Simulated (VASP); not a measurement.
# Bi (R-3m) in VASP: density of states with PBE

Aim: the density of states of Bi with PBE.

All numbers are computed with VASP 6.6.1; they aren't measurements. Logs are shortened: lines on timing, memory, paths and dates and some standing lists are left out, and cuts for length are marked.

## (1) The cell of the first run

The structure is trigonal, space group R-3m (No. 166). The conventional cell has a = 4.599 Å, b = 4.599 Å, c = 11.994 Å, α = 90.00°, β = 90.00°, γ = 120.00°. Within 4.1 Å of Bi (site symmetry 3m) lie 6 Bi at 3.11 to 3.57 Å.

## (2) Density of states, PBE

POSCAR

```
Bi
1.0
    2.2996940000      3.9831870000      0.0000000000
   -2.2996940000      3.9831870000      0.0000000000
   -2.2996940000      1.3277260000      3.9979120000
Bi
2
Direct
    0.2339100000      0.5321800000      0.7017300000
    0.7660900000      0.4678200000      0.2982700000
```

INCAR.step1

```
SYSTEM = Bi
ALGO = Normal ; EDIFF = 1E-6
ENCUT = 520 ; GGA = PE
ISIF = 2 ; ISMEAR = -1
LASPH = .True. ; LCHARG = .True.
LREAL = .False. ; LWAVE = .False.
NBANDS = 22 ; NELM = 100
PREC = Accurate ; SIGMA = 0.1
```

KPOINTS.step1

```
k-points
0
Gamma
  10 10 10
  0 0 0
```

INCAR.step2

```
SYSTEM = Bi
ALGO = Normal ; EDIFF = 1E-6
ENCUT = 520 ; GGA = PE
ICHARG = 11 ; ISIF = 2
ISMEAR = -5 ; LASPH = .True.
LCHARG = .False. ; LORBIT = 11
LREAL = .False. ; LWAVE = .False.
NBANDS = 22 ; NEDOS = 1001
NELM = 100 ; PREC = Accurate
SIGMA = 0.1
```

KPOINTS.step2

```
k-points
0
Gamma
  15 15 15
  0 0 0
```

Potentials or basis: VASP PAW PBE potentials, release 64 (Bi_d).

Launch:

```console
$ cat potpaw_PBE.64/Bi_d/POTCAR > POTCAR
$ cp INCAR.step1 INCAR
$ cp KPOINTS.step1 KPOINTS
$ mpirun -np 1 vasp_std > vasp.out
$ cp INCAR.step2 INCAR
$ cp KPOINTS.step2 KPOINTS
$ mpirun -np 1 vasp_std > vasp.out
```

OUTCAR:

```text
SYSTEM = Bi
   EDIFF = 1E-6
   ENCUT = 520
   GGA = PE
   ICHARG = 11
   ISIF = 2
   ISMEAR = -5
   LASPH = .True.
   LORBIT = 11
   LREAL = .False.
   NELM = 100
   PREC = Accurate

 ion  position               nearest neighbor table
   1  0.234  0.532  0.702-   2 3.11   2 3.11   2 3.11   2 3.57   2 3.57   2 3.57
   2  0.766  0.468  0.298-   1 3.11   1 3.11   1 3.11   1 3.57   1 3.57   1 3.57

  LATTYP: Found a trigonal (rhomboedric) cell.
 ALAT       =     4.7994530089
 COS(alpha) =     0.5408161425

  Lattice vectors:

 A1 = (   2.2996940000,   1.3277260000,   3.9979120000)
 A2 = (  -2.2996940000,   1.3277260000,   3.9979120000)
 A3 = (   0.0000000000,  -2.6554610000,   3.9979120000)

Analysis of symmetry for initial positions (statically):
=====================================================================
 Subroutine PRICEL returns:
 Original cell was already a primitive cell.

 Routine SETGRP: Setting up the symmetry group for a
 trigonal (rhombohedral) supercell.

 Subroutine GETGRP returns: Found 12 space group operations
 (whereof 12 operations were pure point group operations)
 out of a pool of 12 trial point group operations.

The static configuration has the point symmetry D_3d.

Analysis of symmetry for dynamics (positions and initial velocities):
=====================================================================
 Subroutine PRICEL returns:
 Original cell was already a primitive cell.

 Routine SETGRP: Setting up the symmetry group for a
 trigonal (rhombohedral) supercell.

 Subroutine GETGRP returns: Found 12 space group operations
 (whereof 12 operations were pure point group operations)
 out of a pool of 12 trial point group operations.

The dynamic configuration has the point symmetry D_3d.

 Subroutine INISYM returns: Found 12 space group operations
 (whereof 12 operations are pure point group operations),
 and found     1 'primitive' translations

----------------------------------------------------------------------------------------

                                     Primitive cell

  volume of cell :      73.2426

  direct lattice vectors                    reciprocal lattice vectors
     2.299694000  3.983187000  0.000000000     0.217420231  0.125527624  0.083376950
    -2.299694000  3.983187000  0.000000000    -0.217420231  0.125527624 -0.166753618
    -2.299694000  1.327726000  3.997912000     0.000000000  0.000000000  0.250130568

  length of vectors
     4.599388130  4.599388130  4.799453009     0.264538196  0.301389300  0.250130568

  position of ions in fractional coordinates (direct lattice)
     0.233910000  0.532180000  0.701730000
     0.766090000  0.467820000  0.298270000

  ion indices of the primitive-cell ions
   primitive index   ion index
                 1           1
                 2           2

----------------------------------------------------------------------------------------

 KPOINTS: k-points

Automatic generation of k-mesh.
 Grid dimensions read from file:
 generate k-points for:   15   15   15

 Generating k-lattice:

  Cartesian coordinates                     Fractional coordinates (reciprocal lattice)
     0.014494682  0.008368508  0.005558463     0.066666667  0.000000000  0.000000000
    -0.014494682  0.008368508 -0.011116908     0.000000000  0.066666667  0.000000000
     0.000000000  0.000000000  0.016675371     0.000000000  0.000000000  0.066666667

  Length of vectors
     0.017635880  0.020092620  0.016675371

  Shift w.r.t. Gamma in fractional coordinates (k-lattice)
     0.000000000  0.000000000  0.000000000

 TETIRR: Found   4998 inequivalent tetrahedra from    20250

 Subroutine IBZKPT returns following result:
 ===========================================

 Found    344 irreducible k-points:

 Following reciprocal coordinates:
            Coordinates               Weight
  0.000000  0.000000  0.000000      1.000000
  0.066667  0.000000 -0.000000      6.000000
  0.133333  0.000000  0.000000      6.000000
  0.200000 -0.000000 -0.000000      6.000000
  0.266667  0.000000  0.000000      6.000000
  0.333333  0.000000 -0.000000      6.000000
[... 16 lines left out ...]
  0.000000  0.133333  0.000000      6.000000
  0.266667  0.133333 -0.000000      6.000000
 [... further k-points ...]
   k-points           NKPTS =    344   k-points in BZ     NKDIM =    344   number of bands    NBANDS=     22
   number of dos      NEDOS =   1001   number of ions     NIONS =      2
   total plane-waves  NPLWV =  46656
   dimension x,y,z NGX =    36 NGY =   36 NGZ =   36
   dimension x,y,z NGXF=    72 NGYF=   72 NGZF=   72
   ions per type =               2
   NGX,Y,Z   is equivalent  to a cutoff of  13.01, 13.01, 12.47 a.u.
   NGXF,Y,Z  is equivalent  to a cutoff of  26.02, 26.02, 24.94 a.u.
 SYSTEM =  Bi
   PREC   = accura    normal or accurate (medium, high low for compatibility)
   ISTART =      0    job   : 0-new  1-cont  2-samecut
   ICHARG =     11    charge: 1-file 2-atom 10-const
   ISPIN  =      1    spin polarized calculation?
   LNONCOLLINEAR =      F non collinear calculations
   LSORBIT =      F    spin-orbit coupling
   LASPH  =      T    aspherical Exc in radial PAW
   ENCUT  =  520.0 eV  38.22 Ry    6.18 a.u.   8.55  8.55  8.92*2*pi/ulx,y,z
   NELM   =    100;   NELMIN=  2; NELMDL=  0     # of ELM steps
   EDIFF  = 0.1E-05   stopping-criterion for ELM
   LREAL  =      F    real-space projection
   EDIFFG = 0.1E-04   stopping-criterion for IOM
   NSW    =      0    number of steps for IOM
   IBRION =     -1    ionic relax: 0-MD 1-quasi-New 2-CG
   NFREE  =      0    steps in history (QN), initial steepest desc. (CG)
   ISIF   =      2    stress and relaxation
   ISYM   =      2    0-nonsym 1-usesym 2-fastsym
   POTIM  = 0.5000    time-step for ionic-motion
   TEBEG  =    0.0;   TEEND  =   0.0 temperature during run
   PSTRESS=    0.0 pullay stress
   NELECT =      30.0000    total number of electrons
   NUPDOWN=      -1.0000    fix difference up-down
   EMIN   =  10.00;   EMAX   =-10.00  energy-range for DOS
   EFERMI =   0.00;   METHOD = LEGACY
   ISMEAR =    -5;   SIGMA  =   0.10  broadening in eV -4-tet -1-fermi 0-gaus
   EFERMI_NEDOS =   21; number of points for ismear=-14 and -15
   IALGO  =     38    algorithm
   IMIX   =      4    mixing-type and parameters
     AMIX     =   0.40;   BMIX     =  1.00
     AMIX_MAG =   1.60;   BMIX_MAG =  1.00
  volume/ion in A,a.u.               =      36.62       247.13
  Fermi-wavevector in a.u.,A,eV,Ry     =   1.215796  2.297521 20.111576  1.478159
  Thomas-Fermi vector in A             =   2.351171
   LORBIT       =     11    0 simple, 1 ext, 2 COOP (PROOUT), +10 PAW based schemes
   GGA     = PE    functional components
   LHFCALC =     F    Hartree Fock is set to
   AEXX    =    0.0000 exact exchange contribution
   IVDW    =     0    specifies the selected vdW correction
   LEPSILON=     F    determine dielectric tensor
   LRPA    =     F    only Hartree local field effects (RPA)
 non-spin polarized calculation
 Fermi weights with tetrahedron method with Bloechl corrections
  energy-cutoff  :      520.00
  volume of cell :       73.24
 maximum number of plane-waves:      2009

 number of electron      29.9999998 magnetization

 Free energy of the ion-electron system (eV)
  ---------------------------------------------------
  ext. energy  EPLUGINS =         0.00000000
  ---------------------------------------------------
  free energy    TOTEN  =        -7.77043672 eV

  energy without entropy =       -7.77043672  energy(sigma->0) =       -7.77043672

 E-fermi :   5.7982     XC(G=0):  -9.3468

 val. band max:        5.8114648517   @ k =  -0.0667  -0.1333   0.4000
 cond. band min:       5.7468302439   @ k =   0.4667  -0.0000  -0.0000
 fundamental gap:     -0.0646346079
 Fermi energy:         5.7982029260

 k-point     1 :       0.0000    0.0000    0.0000
  band No.  band energies     occupation
      1     -16.9801      2.00000
      2     -16.9801      2.00000
      3     -16.8453      2.00000
      4     -16.8453      2.00000
      5     -16.8303      2.00000
      6     -16.6835      2.00000
[... 14 lines left out ...]
     21      11.6699      0.00000
     22      11.7970      0.00000

 k-point     2 :       0.0667    0.0000   -0.0000
  band No.  band energies     occupation
      1     -16.9773      2.00000
      2     -16.9764      2.00000
      3     -16.8440      2.00000
      4     -16.8431      2.00000
      5     -16.8285      2.00000
      6     -16.6853      2.00000
[... 14 lines left out ...]
     21      11.7030      0.00000
     22      12.2176      0.00000

 k-point     3 :       0.1333    0.0000    0.0000
  band No.  band energies     occupation
      1     -16.9690      2.00000
      2     -16.9655      2.00000
      3     -16.8404      2.00000
      4     -16.8366      2.00000
      5     -16.8228      2.00000
      6     -16.6908      2.00000
[... 14 lines left out ...]
     21      11.8576      0.00000
     22      13.0732      0.00000

 k-point     4 :       0.2000   -0.0000   -0.0000
  band No.  band energies     occupation
      1     -16.9561      2.00000
      2     -16.9479      2.00000
      3     -16.8352      2.00000
      4     -16.8263      2.00000
      5     -16.8132      2.00000
      6     -16.7007      2.00000
[... 14 lines left out ...]
     21      12.1882      0.00000
     22      14.1460      0.00000

 k-point     5 :       0.2667    0.0000    0.0000
  band No.  band energies     occupation
      1     -16.9397      2.00000
      2     -16.9244      2.00000
      3     -16.8293      2.00000
      4     -16.8129      2.00000
      5     -16.8000      2.00000
      6     -16.7150      2.00000
[... 417 lines left out ...]
 k-point    22 :      -0.0667    0.0667    0.0000
  band No.  band energies     occupation
      1     -16.9758      2.00000
      2     -16.9618      2.00000
      3     -16.8424      2.00000
      4     -16.8372      2.00000
      5     -16.8233      2.00000
      6     -16.6901      2.00000
[... 14 lines left out ...]
     21      11.9627      0.00000
     22      12.6891      0.00000

 k-point    23 :       0.0000    0.1333    0.0000
  band No.  band energies     occupation
      1     -16.9783      2.00000
      2     -16.9505      2.00000
      3     -16.8444      2.00000
      4     -16.8322      2.00000
      5     -16.8195      2.00000
      6     -16.6936      2.00000
[... 14 lines left out ...]
     21      12.3315      0.00000
     22      12.5298      0.00000

 k-point    24 :       0.2667    0.1333   -0.0000
  band No.  band energies     occupation
      1     -16.9642      2.00000
      2     -16.9292      2.00000
      3     -16.8346      2.00000
      4     -16.8270      2.00000
      5     -16.8029      2.00000
      6     -16.7112      2.00000
[... 14 lines left out ...]
     21      12.9379      0.00000
     22      13.2977      0.00000

 [... further k-points ...]
[... 5 lines left out ...]
  --------------------------------------------------------------------------------------
  -------------------------------------------------------------------------------------
  Total        0.0633121      0.0633121      0.2313158     -0.0000000     -0.0000002     -0.0000000
  in kB        1.3849481      1.3849482      5.0600154     -0.0000000     -0.0000038     -0.0000000
  external PRESSURE =       2.6099706 kB  Pullay stress =       0.0000000 kB

 VOLUME and BASIS-vectors are now :
 -----------------------------------------------------------------------------
  energy-cutoff  :      520.00
  volume of cell :       73.24
      direct lattice vectors                 reciprocal lattice vectors
     2.299694000  3.983187000  0.000000000     0.217420231  0.125527624  0.083376950
    -2.299694000  3.983187000  0.000000000    -0.217420231  0.125527624 -0.166753618
    -2.299694000  1.327726000  3.997912000     0.000000000  0.000000000  0.250130568

 POSITION                                       TOTAL-FORCE (eV/Angst)
 -----------------------------------------------------------------------------------
     -2.29969      3.98318      2.80545        -0.000000     -0.000000      0.041110
     -0.00000      5.31092      1.19246         0.000000      0.000000     -0.041110
 -----------------------------------------------------------------------------------
    total drift:                               -0.000000      0.000000     -0.000000

  FREE ENERGIE OF THE ION-ELECTRON SYSTEM (eV)
  ---------------------------------------------------
  free  energy   TOTEN  =        -7.7704367201 eV

  energy  without entropy=       -7.7704367201  energy(sigma->0) =       -7.77043672

 total charge

# of ion       s       p       d       tot
------------------------------------------
    1        1.532   1.341   9.909  12.782
    2        1.532   1.341   9.909  12.782
--------------------------------------------------
tot          3.063   2.683  19.818  25.564
```

It took 11 min on 1 thread of Intel Xeon 8259CL, shared host; peak memory 0.52 GiB.

Results:

```
Valence electrons inside the program's atomic spheres : Bi 12.78
```

Caveat: spin-orbit coupling is left out, which moves the levels of the heavy elements; tetrahedron occupations give inexact forces and stress in metals.
